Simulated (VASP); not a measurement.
A run of VASP 6.6.1 is set up as follows.

The input POSCAR:

```
Ru
1.0
    3.4816952868      0.0000000000      0.0000000000
   -1.7408476434      3.0152365666      0.0000000000
    0.0000000000      0.0000000000      3.9500998522
Ru
3
Direct
    0.2254000000      0.0000000000      0.3333333333
    0.0000000000      0.2254000000      0.6666666667
    0.7746000000      0.7746000000      0.0000000000
```

Contents of INCAR.step1:

```
PREC = Accurate
ENCUT = 660
ISMEAR = 0
SIGMA = 0.1
LREAL = False
LASPH = True
NELM = 120
NBANDS = 31
GGA = PE
ALGO = Normal
EDIFF = 1E-5
LWAVE = True
LCHARG = False
GGA_COMPAT = False
```

File INCAR.step2:

```
PREC = Accurate
ENCUT = 660
EDIFF = 1E-6
ISMEAR = 0
SIGMA = 0.1
LREAL = False
LASPH = True
NELM = 120
ALGO = Normal
ISIF = 2
LWAVE = False
LCHARG = True
METAGGA = R2SCAN
LMIXTAU = True
LELF = True
LVHAR = True
NBANDS = 31
ISTART = 1
GGA_COMPAT = False
```

The input KPOINTS:

```
Automatic mesh
0
Gamma
  6 6 4
```

Potentials or basis: VASP PAW PBE potentials, release 64 (Ru_sv).

Run with:

```sh
$ cat potpaw_PBE.64/Ru_sv/POTCAR > POTCAR
$ cp INCAR.step1 INCAR
$ mpirun -np 1 vasp_std > vasp.out
$ cp INCAR.step2 INCAR
$ mpirun -np 1 vasp_std > vasp.out
```

(1) What does it give for the largest force?

(2) What does it give for the pressure?

(3) Predict the band gap on the k mesh.

Answers

(1) 20.390 eV/Å.

(2) 137.0 GPa.

(3) zero (band 24 reaches 15.45 eV, above the bottom of band 25 at 15.24 eV).

Caveat: the k points lie up to 0.40 Å⁻¹ apart; the PAW data sets were made with another functional, which shifts forces and pressure a little.
